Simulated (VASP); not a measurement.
# GaAs (F-43m) in VASP: single point with LDA

Aim: the single point of GaAs with LDA.

Program: VASP 6.6.1. These are calculated values, not measurements. Logs are shortened: lines on timing, memory, paths and dates and some standing lists are left out, and cuts for length are marked.

## 1. The cell of the first run

Symmetry: F-43m, No. 216, cubic system. Conventional cell: a = 5.603 Å, b = 5.603 Å, c = 5.603 Å, α = 90.00°, β = 90.00°, γ = 90.00°. Within 3.2 Å of Ga (site symmetry -43m) lie 4 As at 2.43 Å. Within 3.2 Å of As (site symmetry -43m) lie 4 Ga at 2.43 Å.

## 2. Single point, LDA

Contents of INCAR:

```
SYSTEM = GaAs
ALGO = Normal
EDIFF = 1E-6
ENCUT = 500
GGA = CA
GGA_COMPAT = .False.
ISIF = 2
ISMEAR = 0
LASPH = .True.
LCHARG = .False.
LREAL = .False.
LWAVE = .False.
NBANDS = 16
NELM = 120
PREC = Accurate
SIGMA = 0.1
```

Contents of KPOINTS:

```
k-points
0
Gamma
  12 12 12
  0 0 0
```

Contents of POSCAR:

```
GaAs
1.0
    0.0000000000      2.8017172941      2.8017172941
    2.8017172941      0.0000000000      2.8017172941
    2.8017172941      2.8017172941      0.0000000000
Ga As
1 1
Direct
    0.0000000000      0.0000000000      0.0000000000
    0.7500000000      0.7500000000      0.7500000000
```

Potentials or basis: VASP PAW LDA potentials, release 64 (Ga_d, As).

Command:

```sh
> cat potpaw_LDA.64/Ga_d/POTCAR potpaw_LDA.64/As/POTCAR > POTCAR
> mpirun -np 1 vasp_std > vasp.out
```

OUTCAR:

```text
SYSTEM = GaAs
   EDIFF = 1E-6
   ENCUT = 500
   GGA = CA
   ISIF = 2
   ISMEAR = 0
   LASPH = .True.
   LREAL = .False.
   NELM = 120
   PREC = Accurate

 ion  position               nearest neighbor table
   1  0.000  0.000  0.000-   2 2.43   2 2.43   2 2.43   2 2.43
   2  0.750  0.750  0.750-   1 2.43   1 2.43   1 2.43   1 2.43

  LATTYP: Found a face centered cubic cell.
 ALAT       =     5.6034345882

  Lattice vectors:

 A1 = (   0.0000000000,   2.8017172941,   2.8017172941)
 A2 = (   2.8017172941,   0.0000000000,   2.8017172941)
 A3 = (   2.8017172941,   2.8017172941,   0.0000000000)

Analysis of symmetry for initial positions (statically):
=====================================================================
 Subroutine PRICEL returns:
 Original cell was already a primitive cell.

 Routine SETGRP: Setting up the symmetry group for a
 face centered cubic supercell.

 Subroutine GETGRP returns: Found 24 space group operations
 (whereof 24 operations were pure point group operations)
 out of a pool of 48 trial point group operations.

The static configuration has the point symmetry T_d .

Analysis of symmetry for dynamics (positions and initial velocities):
=====================================================================
 Subroutine PRICEL returns:
 Original cell was already a primitive cell.

 Routine SETGRP: Setting up the symmetry group for a
 face centered cubic supercell.

 Subroutine GETGRP returns: Found 24 space group operations
 (whereof 24 operations were pure point group operations)
 out of a pool of 48 trial point group operations.

The dynamic configuration has the point symmetry T_d .

 Subroutine INISYM returns: Found 24 space group operations
 (whereof 24 operations are pure point group operations),
 and found     1 'primitive' translations

----------------------------------------------------------------------------------------

                                     Primitive cell

  volume of cell :      43.9848

  direct lattice vectors                    reciprocal lattice vectors
     0.000000000  2.801717294  2.801717294    -0.178461974  0.178461974  0.178461974
     2.801717294  0.000000000  2.801717294     0.178461974 -0.178461974  0.178461974
     2.801717294  2.801717294  0.000000000     0.178461974  0.178461974 -0.178461974

  length of vectors
     3.962226595  3.962226595  3.962226595     0.309105207  0.309105207  0.309105207

[... 73 lines left out ...]
   ICHARG =      2    charge: 1-file 2-atom 10-const
   ISPIN  =      1    spin polarized calculation?
   LNONCOLLINEAR =      F non collinear calculations
   LSORBIT =      F    spin-orbit coupling
   LASPH  =      T    aspherical Exc in radial PAW
   ENCUT  =  500.0 eV  36.75 Ry    6.06 a.u.   7.22  7.22  7.22*2*pi/ulx,y,z
   NELM   =    120;   NELMIN=  2; NELMDL= -5     # of ELM steps
   EDIFF  = 0.1E-05   stopping-criterion for ELM
   LREAL  =      F    real-space projection
   EDIFFG = 0.1E-04   stopping-criterion for IOM
   NSW    =      0    number of steps for IOM
   IBRION =     -1    ionic relax: 0-MD 1-quasi-New 2-CG
   NFREE  =      0    steps in history (QN), initial steepest desc. (CG)
   ISIF   =      2    stress and relaxation
   ISYM   =      2    0-nonsym 1-usesym 2-fastsym
   POTIM  = 0.5000    time-step for ionic-motion
   TEBEG  =    0.0;   TEEND  =   0.0 temperature during run
   PSTRESS=    0.0 pullay stress
   NELECT =      18.0000    total number of electrons
   NUPDOWN=      -1.0000    fix difference up-down
   EMIN   =  10.00;   EMAX   =-10.00  energy-range for DOS
   EFERMI =   0.00;   METHOD = LEGACY
   ISMEAR =     0;   SIGMA  =   0.10  broadening in eV -4-tet -1-fermi 0-gaus
   EFERMI_NEDOS =   21; number of points for ismear=-14 and -15
   IALGO  =     38    algorithm
   IMIX   =      4    mixing-type and parameters
     AMIX     =   0.40;   BMIX     =  1.00
     AMIX_MAG =   1.60;   BMIX_MAG =  1.00
  volume/ion in A,a.u.               =      21.99       148.41
  Fermi-wavevector in a.u.,A,eV,Ry     =   1.215434  2.296837 20.099610  1.477280
  Thomas-Fermi vector in A             =   2.350821
   LORBIT       =      0    0 simple, 1 ext, 2 COOP (PROOUT), +10 PAW based schemes
   GGA     = CA    functional components
   LHFCALC =     F    Hartree Fock is set to
   AEXX    =    0.0000 exact exchange contribution
   IVDW    =     0    specifies the selected vdW correction
   LEPSILON=     F    determine dielectric tensor
   LRPA    =     F    only Hartree local field effects (RPA)
 non-spin polarized calculation
 Gauss-broadening in eV      SIGMA  =   0.10
  energy-cutoff  :      500.00
  volume of cell :       43.98
 maximum number of plane-waves:      1139
 NGX is ok and might be reduce to    30
   NGX = 15   NGY = 15   NGZ = 15

 number of electron      18.0000013 magnetization

 Free energy of the ion-electron system (eV)
  ---------------------------------------------------
  ext. energy  EPLUGINS =         0.00000000
  ---------------------------------------------------
  free energy    TOTEN  =        -9.64197396 eV

  energy without entropy =       -9.64197387  energy(sigma->0) =       -9.64197392

 E-fermi :   4.3365     XC(G=0): -10.0312

 val. band max:        4.0592517510   @ k =   0.0000   0.0000   0.0000
 cond. band min:       4.5944217664   @ k =   0.0000   0.0000   0.0000
 fundamental gap:      0.5351700154
 Fermi energy:         4.3365158218

 k-point     1 :       0.0000    0.0000    0.0000
  band No.  band energies     occupation
      1     -10.9187      2.00000
      2     -10.9187      2.00000
      3     -10.9187      2.00000
      4     -10.8338      2.00000
      5     -10.8338      2.00000
      6      -8.9003      2.00000
[... 433 lines left out ...]
      3     -10.8899      2.00000
      4     -10.8348      2.00000
      5     -10.8309      2.00000
      6      -6.8560      2.00000
[... 8 lines left out ...]
     15      14.4880      0.00000
     16      15.1634      0.00000

 [... further k-points ...]
[... 5 lines left out ...]
  --------------------------------------------------------------------------------------
  -------------------------------------------------------------------------------------
  Total        0.0844757      0.0844757      0.0844757     -0.0000000      0.0000000     -0.0000000
  in kB        3.0770831      3.0770831      3.0770831     -0.0000000      0.0000000     -0.0000000
  external PRESSURE =       3.0770831 kB  Pullay stress =       0.0000000 kB

 VOLUME and BASIS-vectors are now :
 -----------------------------------------------------------------------------
  energy-cutoff  :      500.00
  volume of cell :       43.98
      direct lattice vectors                 reciprocal lattice vectors
     0.000000000  2.801717294  2.801717294    -0.178461974  0.178461974  0.178461974
     2.801717294  0.000000000  2.801717294     0.178461974 -0.178461974  0.178461974
     2.801717294  2.801717294  0.000000000     0.178461974  0.178461974 -0.178461974

 POSITION                                       TOTAL-FORCE (eV/Angst)
 -----------------------------------------------------------------------------------
      0.00000      0.00000      0.00000         0.000000      0.000000      0.000000
      4.20258      4.20258      4.20258        -0.000000     -0.000000     -0.000000
 -----------------------------------------------------------------------------------
    total drift:                                0.000000      0.000000      0.000000

  FREE ENERGIE OF THE ION-ELECTRON SYSTEM (eV)
  ---------------------------------------------------
  free  energy   TOTEN  =        -9.6419739613 eV

  energy  without entropy=       -9.6419738741  energy(sigma->0) =       -9.64197392
```

It took 22 s on 1 thread of Intel Xeon 6975P-C (Granite Rapids), shared host; peak memory 0.18 GiB.

What came out:

| Quantity | Value |
| --- | --- |
| Free energy | -9.6420 eV |
| Pressure | 0.3 GPa |
| Band gap on the k mesh | 0.54 eV, direct |
